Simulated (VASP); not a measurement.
# TaN (P6/mmm) in VASP: a series of runs, part 2 of 2

VASP 6.6.1.

## (5) Single point, PBEsol (strain -0.040 along x and y, -0.080 along z)

File INCAR:

```
ALGO = Normal
EDIFF = 1E-6
ENCUT = 520
GGA = PS
ISIF = 2
ISMEAR = 0
LASPH = T
LCHARG = F
LREAL = F
LWAVE = F
NBANDS = 33
NELM = 60
PREC = Accurate
SIGMA = 0.15
```

File KPOINTS:

```
k-points
0
Gamma
  12 12 16
```

File POSCAR:

```
TaN
1.0
    4.9968858365      0.0000000000      0.0000000000
   -2.4984429182      4.3274300742      0.0000000000
    0.0000000000      0.0000000000      2.6713004028
Ta N
3 3
Direct
    0.0000000000      0.0000000000      0.0000000000
    0.3333333333      0.6666666667      0.5000000000
    0.6666666667      0.3333333333      0.5000000000
    0.5000000000      0.0000000000      0.0000000000
    0.5000000000      0.5000000000      0.0000000000
    0.0000000000      0.5000000000      0.0000000000
```

Launch:

```bash
$ cat potpaw_PBE.64/Ta_pv/POTCAR potpaw_PBE.64/N/POTCAR > POTCAR
$ mpirun -np 1 vasp_std > vasp.out
```

Wall time 1.8 min (1 thread of Intel Xeon 6975P-C (Granite Rapids), shared host); peak memory 0.36 GiB.

It converged, with:

* Free energy: -66.0295 eV
* Pressure: 84.1 GPa
* Band gap on the k mesh: zero (bands 24 and 25 overlap by 3.00 eV)

Stress tensor (GPa, compression positive):
```
 64.31   0.00   0.00
  0.00  64.31   0.00
  0.00   0.00 123.66
```

Levels at points of the mesh, in eV from the Fermi level:
| k point | band 21 | band 22 | band 23 | band 24 | band 25 | band 26 | band 27 | band 28 |
| --- | --- | --- | --- | --- | --- | --- | --- | --- |
| (0.00, 0.00, 0.00) | -3.26 | -2.87 | -2.83 | -1.77 | -1.77 | 1.27 | 1.50 | 1.50 |
| (0.50, 0.00, 0.00) | -4.01 | -3.43 | -1.87 | -1.06 | 1.40 | 2.47 | 2.61 | 3.36 |
| (0.00, 0.00, 0.50) | -3.82 | -3.82 | -2.39 | 1.13 | 1.13 | 2.42 | 2.68 | 2.93 |
| (0.50, 0.00, 0.50) | -4.10 | -3.80 | -2.06 | -1.79 | 1.20 | 1.80 | 4.06 | 4.12 |

Caveat: the cell differs from its parent crystal (strain -0.040 along x and y, -0.080 along z); the stress differs along the axes, from 64 to 124 GPa; the PAW data sets were made with another functional, which shifts forces and pressure a little; spin-orbit coupling is left out, which moves the levels of the heavy elements.

## (6) Single point, PBEsol (strain -0.080 along x and y, +0.040 along z)

File INCAR:

```
ALGO     = Normal         # electronic algorithm
EDIFF    = 1E-6           # SCF threshold, eV
ENCUT    = 520            # plane-wave cutoff, eV
GGA      = PS             # functional
ISIF     = 2              # what is computed and relaxed
ISMEAR   = 0              # smearing method
LASPH    = True           # aspherical terms in the spheres
LCHARG   = False          # write CHGCAR
LREAL    = False          # projectors in reciprocal space
LWAVE    = False          # write WAVECAR
NBANDS   = 33             # bands
NELM     = 80             # most SCF steps
PREC     = Accurate       # precision mode
SIGMA    = 0.15           # smearing width, eV
```

KPOINTS is that of step 5.

POSCAR: that of step 5 with these lines changed.

```diff
@@ -2,5 +2,5 @@
 1.0
-    4.9968858365      0.0000000000      0.0000000000
-   -2.4984429182      4.3274300742      0.0000000000
-    0.0000000000      0.0000000000      2.6713004028
+    4.7886822599      0.0000000000      0.0000000000
+   -2.3943411300      4.1471204878      0.0000000000
+    0.0000000000      0.0000000000      3.0197308902
 Ta N
```

Potentials or basis: VASP PAW PBE potentials, release 64 (Ta_pv, N).

Launch:

```bash
$ cat potpaw_PBE.64/Ta_pv/POTCAR potpaw_PBE.64/N/POTCAR > POTCAR
$ mpirun -np 1 vasp_std > vasp.out
```

OUTCAR:

```text
EDIFF = 1E-6
   ENCUT = 520
   GGA = PS
   ISIF = 2
   ISMEAR = 0
   LASPH = True
   LREAL = False
   NELM = 80
   PREC = Accurate

 ion  position               nearest neighbor table
   1  0.000  0.000  0.000-   4 2.39   4 2.39   5 2.39   5 2.39   6 2.39   6 2.39   3 3.15   3 3.15
                             2 3.15   2 3.15   2 3.15   3 3.15   2 3.15   3 3.15   2 3.15   3 3.15
   2  0.333  0.667  0.500-   6 2.05   6 2.05   4 2.05   4 2.05   5 2.05   5 2.05   3 2.76   3 2.76
                             3 2.76   1 3.15   1 3.15   1 3.15   1 3.15   1 3.15   1 3.15
   3  0.667  0.333  0.500-   6 2.05   6 2.05   4 2.05   4 2.05   5 2.05   5 2.05   2 2.76   2 2.76
                             2 2.76   1 3.15   1 3.15   1 3.15   1 3.15   1 3.15   1 3.15
   4  0.500  0.000  0.000-   2 2.05   3 2.05   2 2.05   3 2.05   1 2.39   1 2.39
   5  0.500  0.500  0.000-   2 2.05   3 2.05   2 2.05   3 2.05   1 2.39   1 2.39
   6  0.000  0.500  0.000-   2 2.05   3 2.05   2 2.05   3 2.05   1 2.39   1 2.39

  LATTYP: Found a hexagonal cell.
 ALAT       =     4.7886822599
 C/A-ratio  =     0.6305974643

  Lattice vectors:

 A1 = (   4.7886822599,   0.0000000000,   0.0000000000)
 A2 = (  -2.3943411300,   4.1471204878,   0.0000000000)
[... 189 lines left out ...]
 fundamental gap:      0.0037787567
 Fermi energy:         9.3806874838

 k-point     1 :       0.0000    0.0000    0.0000
  band No.  band energies     occupation
      1     -26.7554      2.00000
      2     -26.7554      2.00000
      3     -26.3823      2.00000
      4     -26.3823      2.00000
      5     -26.1048      2.00000
      6     -25.7852      2.00000
[... 853 lines left out ...]
     32      13.3272      0.00000
     33      13.6186      0.00000

 [... further k-points ...]

------------------------ aborting loop because EDIFF is reached ----------------------------------------

  FORCE on cell =-STRESS in cart. coord.  units (eV):
  Direction    XX          YY          ZZ          XY          YZ          ZX
  --------------------------------------------------------------------------------------
  -------------------------------------------------------------------------------------
  Total       20.2282095     20.2282095      8.3087533     -0.0000000     -0.0000000      0.0000000
  in kB      540.4270869    540.4270870    221.9808603     -0.0000000     -0.0000000      0.0000000
  external PRESSURE =     434.2783447 kB  Pullay stress =       0.0000000 kB

 VOLUME and BASIS-vectors are now :
 -----------------------------------------------------------------------------
  energy-cutoff  :      520.00
  volume of cell :       59.97
      direct lattice vectors                 reciprocal lattice vectors
     4.788682260  0.000000000  0.000000000     0.208825716  0.120565583  0.000000000
    -2.394341130  4.147120488  0.000000000     0.000000000  0.241131166  0.000000000
     0.000000000  0.000000000  3.019730890     0.000000000  0.000000000  0.331155337

 POSITION                                       TOTAL-FORCE (eV/Angst)
 -----------------------------------------------------------------------------------
      0.00000      0.00000      0.00000         0.000000      0.000000     -0.000000
     -0.00000      2.76475      1.50987        -0.000000      0.000000      0.000000
      2.39434      1.38237      1.50987        -0.000000     -0.000000     -0.000000
      2.39434      0.00000      0.00000         0.000000      0.000000     -0.000000
      1.19717      2.07356      0.00000         0.000000      0.000000     -0.000000
     -1.19717      2.07356      0.00000         0.000000      0.000000     -0.000000
 -----------------------------------------------------------------------------------
    total drift:                                0.000000      0.000000     -0.000000

  FREE ENERGIE OF THE ION-ELECTRON SYSTEM (eV)
  ---------------------------------------------------
  free  energy   TOTEN  =       -67.1545216395 eV

  energy  without entropy=      -67.1372856460  energy(sigma->0) =      -67.14590364
```

stdout:

```text
POSCAR found type information on POSCAR TaN
 POSCAR found :  2 types and       6 ions
 scaLAPACK will be used
 -----------------------------------------------------------------------------
|                                                                             |
|                                                                             |
|     You enforced a specific xc type in the INCAR file but a different       |
|     I HOPE YOU KNOW WHAT YOU ARE DOING!                                     |
|                                                                             |
 -----------------------------------------------------------------------------

 LDA part: xc-table for (Slater+PW92), standard interpolation
 POSCAR, INCAR and KPOINTS ok, starting setup
 FFT: planning ... GRIDC
 FFT: planning ... GRID_SOFT
 FFT: planning ... GRID
 WAVECAR not read
 entering main loop
```

Run time: 1.8 min. Hardware: 1 thread of Intel Xeon 6975P-C (Granite Rapids), shared host; peak memory 0.36 GiB.

What came out:

```
Free energy            : -67.1545 eV
Pressure               : 43.4 GPa
Band gap on the k mesh : zero (bands 24 and 25 overlap by 1.50 eV)
```

Caveat: the cell differs from its parent crystal (strain -0.080 along x and y, +0.040 along z); the stress differs along the axes, from 22 to 54 GPa; the PAW data sets were made with another functional, which shifts forces and pressure a little; spin-orbit coupling is left out, which moves the levels of the heavy elements.

## (7) Overview

| cell | gap on the mesh (eV) | pressure (GPa) |
| --- | --- | --- |
| a = 4.789, b = 4.789, c = 2.671 Å, angles 90.0, 90.0, 120.0°, 6 atoms | none | 140.1 |
| a = 4.789, b = 4.789, c = 2.787 Å, angles 90.0, 90.0, 120.0°, 6 atoms | none | 100.4 |
| a = 4.789, b = 4.789, c = 2.904 Å, angles 90.0, 90.0, 120.0°, 6 atoms | none | 68.7 |
| a = 4.997, b = 4.997, c = 2.671 Å, angles 90.0, 90.0, 120.0°, 6 atoms | none | 84.1 |
| a = 4.789, b = 4.789, c = 3.020 Å, angles 90.0, 90.0, 120.0°, 6 atoms | none | 43.4 |

Alike in all rows: task single point; level PBEsol; potentials or basis VASP PAW PBE potentials, release 64 (Ta_pv, N); no spin polarisation; k mesh 12 × 12 × 16; cutoff (eV) 520; smearing gaussian 0.15 eV.

Caveats: the PAW data sets were made with another functional, which shifts forces and pressure a little; spin-orbit coupling is left out, which moves the levels of the heavy elements; the stress differs along the axes, from 122 to 176 GPa (at least some runs); the stress differs along the axes, from 96 to 110 GPa (at least some runs); the stress differs along the axes, from 59 to 74 GPa (at least some runs); the stress differs along the axes, from 64 to 124 GPa (at least some runs); the stress differs along the axes, from 22 to 54 GPa (at least some runs).

Absolute energies hang on the potentials; compare differences alone.
